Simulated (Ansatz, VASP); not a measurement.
Al2O3: VASP beside Ansatz

```
Al O
1.0
     2.38693    1.37810    4.33829
    -2.38693    1.37810    4.33829
     0.00000   -2.75619    4.33829
Al O
4 6
Direct
  0.14792 0.14792 0.14792
  0.35208 0.35208 0.35208
  0.64792 0.64792 0.64792
  0.85208 0.85208 0.85208
  0.94414 0.55586 0.25000
  0.44414 0.75000 0.05586
  0.55586 0.25000 0.94414
  0.25000 0.94414 0.55586
  0.75000 0.05586 0.44414
  0.05586 0.44414 0.75000
```

Alike in both runs: functional PBEsol; k mesh 6 × 6 × 6; occupations gaussian, width 0.02 eV; no spin polarisation.

Ansatz relaxed the structure, and its values are those at the end. VASP's run is a single point on that final structure, the one shown.

|  | VASP | Ansatz |
| --- | --- | --- |
| version | VASP 6.6.1 | Ansatz 0.2.0 |
| potentials or method | VASP PAW PBE potentials, release 64 (Al, O), cutoff 520 eV | scalar-relativistic, plane waves, PAW |
| valence electrons in the cell | 48 | 48 |

Ansatz gave:

```
gap on the k mesh at the Fermi level (eV) : 6.03
least direct gap on the mesh (eV)         : 6.03
pressure (GPa)                            : 0.0
```

Q: Estimate VASP's values.

A: gap on the k mesh at the Fermi level (eV): 6.04; least direct gap on the mesh (eV): 6.04; pressure (GPa): 0.1.

VASP's potentials were made for PBE, not for PBEsol.
